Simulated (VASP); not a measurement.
# Pt (P6_3/mmc) in VASP: further runs, part 2 of 2

VASP 6.6.1.

## Step 4: Single point, r2SCAN

This run uses another cell than the first one, of 15.39 Å³/atom.

Input file POSCAR:

```
Pt
1.0
    2.7359053299      0.0000000000      0.0000000000
   -1.3679526649      2.3693636296      0.0000000000
    0.0000000000      0.0000000000      4.7491529044
Pt
2
Direct
    0.6666666667      0.3333333333      0.7500000000
    0.3333333333      0.6666666667      0.2500000000
```

Input file INCAR.step1:

```
SYSTEM = Pt
PREC = Accurate
ENCUT = 520
ISMEAR = -1
SIGMA = 0.1
LREAL = .False.
LASPH = .True.
NELM = 80
NBANDS = 17
GGA = PE
ALGO = Normal
EDIFF = 1E-4
LWAVE = .True.
LCHARG = .False.
```

Input file INCAR.step2:

```
SYSTEM = Pt
PREC = Accurate
ENCUT = 520
EDIFF = 1E-7
ISMEAR = -1
SIGMA = 0.1
LREAL = .False.
LASPH = .True.
NELM = 80
ALGO = Normal
ISIF = 2
LWAVE = .False.
LCHARG = .False.
METAGGA = R2SCAN
LMIXTAU = .True.
NBANDS = 17
ISTART = 1
```

Input file KPOINTS:

```
Automatic mesh
0
Gamma
  12 12 6
  0 0 0
```

Potentials or basis: VASP PAW PBE potentials, release 64 (Pt).

Command:

```console
> cat potpaw_PBE.64/Pt/POTCAR > POTCAR
> cp INCAR.step1 INCAR
> mpirun -np 1 vasp_std > vasp.out
> cp INCAR.step2 INCAR
> mpirun -np 1 vasp_std > vasp.out
```

OUTCAR:

```text
SYSTEM = Pt
   PREC = Accurate
   ENCUT = 520
   EDIFF = 1E-7
   ISMEAR = -1
   LREAL = .False.
   LASPH = .True.
   NELM = 80
   ISIF = 2
   METAGGA = R2SCAN
   ISTART = 1

 ion  position               nearest neighbor table
   1  0.667  0.333  0.750-   2 2.85   2 2.85   2 2.85   2 2.85   2 2.85   2 2.85
   2  0.333  0.667  0.250-   1 2.85   1 2.85   1 2.85   1 2.85   1 2.85   1 2.85

  LATTYP: Found a hexagonal cell.
 ALAT       =     2.7359053299
 C/A-ratio  =     1.7358615638

  Lattice vectors:

 A1 = (   2.7359053299,   0.0000000000,   0.0000000000)
 A2 = (  -1.3679526649,   2.3693636296,   0.0000000000)
 A3 = (   0.0000000000,   0.0000000000,   4.7491529044)

Analysis of symmetry for initial positions (statically):
=====================================================================
 Subroutine PRICEL returns:
 Original cell was already a primitive cell.

 Routine SETGRP: Setting up the symmetry group for a
 hexagonal supercell.

 Subroutine GETGRP returns: Found 24 space group operations
 (whereof 12 operations were pure point group operations)
 out of a pool of 24 trial point group operations.

The static configuration has the point symmetry D_3d.
 The point group associated with its full space group is D_6h.

Analysis of symmetry for dynamics (positions and initial velocities):
=====================================================================
 Subroutine PRICEL returns:
 Original cell was already a primitive cell.

 Routine SETGRP: Setting up the symmetry group for a
 hexagonal supercell.

 Subroutine GETGRP returns: Found 24 space group operations
 (whereof 12 operations were pure point group operations)
 out of a pool of 24 trial point group operations.

The dynamic configuration has the point symmetry D_3d.
 The point group associated with its full space group is D_6h.

[... 105 lines left out ...]
   ISYM   =      2    0-nonsym 1-usesym 2-fastsym
   POTIM  = 0.5000    time-step for ionic-motion
   TEBEG  =    0.0;   TEEND  =   0.0 temperature during run
   PSTRESS=    0.0 pullay stress
   NELECT =      20.0000    total number of electrons
   NUPDOWN=      -1.0000    fix difference up-down
   EMIN   =  10.00;   EMAX   =-10.00  energy-range for DOS
   EFERMI =   0.00;   METHOD = LEGACY
   ISMEAR =    -1;   SIGMA  =   0.10  broadening in eV -4-tet -1-fermi 0-gaus
   EFERMI_NEDOS =   21; number of points for ismear=-14 and -15
   IALGO  =     38    algorithm
   IMIX   =      4    mixing-type and parameters
     AMIX     =   0.40;   BMIX     =  1.00
     AMIX_MAG =   1.60;   BMIX_MAG =  1.00
  volume/ion in A,a.u.               =      15.39       103.88
  Fermi-wavevector in a.u.,A,eV,Ry     =   1.417866  2.679378 27.352390  2.010344
  Thomas-Fermi vector in A             =   2.539051
   LORBIT       =      0    0 simple, 1 ext, 2 COOP (PROOUT), +10 PAW based schemes
   METAGGA = R2SCAN    functional components
   LHFCALC =     F    Hartree Fock is set to
   AEXX    =    0.0000 exact exchange contribution
   IVDW    =     0    specifies the selected vdW correction
   LEPSILON=     F    determine dielectric tensor
   LRPA    =     F    only Hartree local field effects (RPA)
 non-spin polarized calculation
  energy-cutoff  :      520.00
  volume of cell :       30.79
 maximum number of plane-waves:       846
   NGX = 11   NGY = 11   NGZ = 17

 number of electron      20.0000000 magnetization

 Free energy of the ion-electron system (eV)
  ---------------------------------------------------
  ext. energy  EPLUGINS =         0.00000000
  ---------------------------------------------------
  free energy    TOTEN  =      -102.93060368 eV

  energy without entropy =     -102.82095070  energy(sigma->0) =     -102.87577719

 E-fermi :  10.5979     XC(G=0): -14.4807

 val. band max:       10.5977550869   @ k =   0.2500   0.1667   0.5000
 cond. band min:      10.5983555320   @ k =   0.2500   0.2500   0.0000
 fundamental gap:      0.0006004451
 Fermi energy:        10.5979456401

 k-point     1 :       0.0000    0.0000    0.0000
  band No.  band energies     occupation
      1       0.3672      2.00000
      2       3.0542      2.00000
      3       6.3711      2.00000
      4       6.9178      2.00000
      5       6.9178      2.00000
      6       7.3076      2.00000
[... 457 lines left out ...]
      4       5.9923      2.00000
      5       7.1216      2.00000
      6       7.6263      2.00000
[... 9 lines left out ...]
     16      25.9861      0.00000
     17      27.3867      0.00000

 [... further k-points ...]
[... 5 lines left out ...]
  --------------------------------------------------------------------------------------
  -------------------------------------------------------------------------------------
  Total        0.2896217      0.2896217      0.1700221      0.0000000     -0.0000000      0.0000000
  in kB       15.0727567     15.0727581      8.8484448      0.0000000     -0.0000000      0.0000000
  external PRESSURE =      12.9979865 kB  Pullay stress =       0.0000000 kB

 VOLUME and BASIS-vectors are now :
 -----------------------------------------------------------------------------
  energy-cutoff  :      520.00
  volume of cell :       30.79
      direct lattice vectors                 reciprocal lattice vectors
     2.735905330  0.000000000  0.000000000     0.365509723  0.211027127  0.000000000
    -1.367952665  2.369363630  0.000000000     0.000000000  0.422054254  0.000000000
     0.000000000  0.000000000  4.749152904     0.000000000  0.000000000  0.210563867

 POSITION                                       TOTAL-FORCE (eV/Angst)
 -----------------------------------------------------------------------------------
      1.36795      0.78979      3.56186        -0.000000     -0.000000      0.000000
     -0.00000      1.57958      1.18729         0.000000      0.000000      0.000000
 -----------------------------------------------------------------------------------
    total drift:                               -0.000000      0.000000     -0.000000

  FREE ENERGIE OF THE ION-ELECTRON SYSTEM (eV)
  ---------------------------------------------------
  free  energy   TOTEN  =      -102.9306036782 eV

  energy  without entropy=     -102.8209507004  energy(sigma->0) =     -102.87577719
```

OUTCAR.step1:

```text
SYSTEM = Pt
   PREC = Accurate
   ENCUT = 520
   ISMEAR = -1
   LREAL = .False.
   LASPH = .True.
[... 703 lines left out ...]
      1.36795      0.78979      3.56186         0.000000      0.000000      0.000000
     -0.00000      1.57958      1.18729         0.000000     -0.000000      0.000000
 -----------------------------------------------------------------------------------
    total drift:                               -0.000000      0.000000     -0.000000

  FREE ENERGIE OF THE ION-ELECTRON SYSTEM (eV)
  ---------------------------------------------------
  free  energy   TOTEN  =       -12.1267376828 eV

  energy  without entropy=      -12.0098285516  energy(sigma->0) =      -12.06828312
```

Wall time 2.3 min (1 thread of Intel Xeon 8259CL, shared host); peak memory 0.17 GiB.

Results:

- Free energy: -102.9306 eV
- Pressure: 1.3 GPa
- Band gap on the k mesh: zero (bands 10 and 11 overlap by 1.45 eV)

Stress tensor (GPa, compression positive):
```
1.51 0.00 0.00
0.00 1.51 0.00
0.00 0.00 0.88
```

Caveat: the PAW data sets were made with another functional, which shifts forces and pressure a little; spin-orbit coupling is left out, which moves the levels of the heavy elements.

## Step 5: Overview

```tsv
cell	gap on the mesh (eV)	pressure (GPa)
a = 2.685, b = 2.685, c = 4.661 Å, angles 90.0, 90.0, 120.0°, 2 atoms	none	19.3
a = 2.711, b = 2.711, c = 4.705 Å, angles 90.0, 90.0, 120.0°, 2 atoms	none	9.5
a = 2.736, b = 2.736, c = 4.749 Å, angles 90.0, 90.0, 120.0°, 2 atoms	none	1.3
```

Alike in all rows: task single point; level r2SCAN; potentials or basis VASP PAW PBE potentials, release 64 (Pt); no spin polarisation; k mesh 12 × 12 × 6; cutoff (eV) 520; smearing fermi-dirac 0.1 eV.

Caveats: the PAW data sets were made with another functional, which shifts forces and pressure a little; spin-orbit coupling is left out, which moves the levels of the heavy elements; the cell stands under pressure (at least some runs).

Total energies depend on the potentials used, so only differences within one code and one set of settings carry meaning.
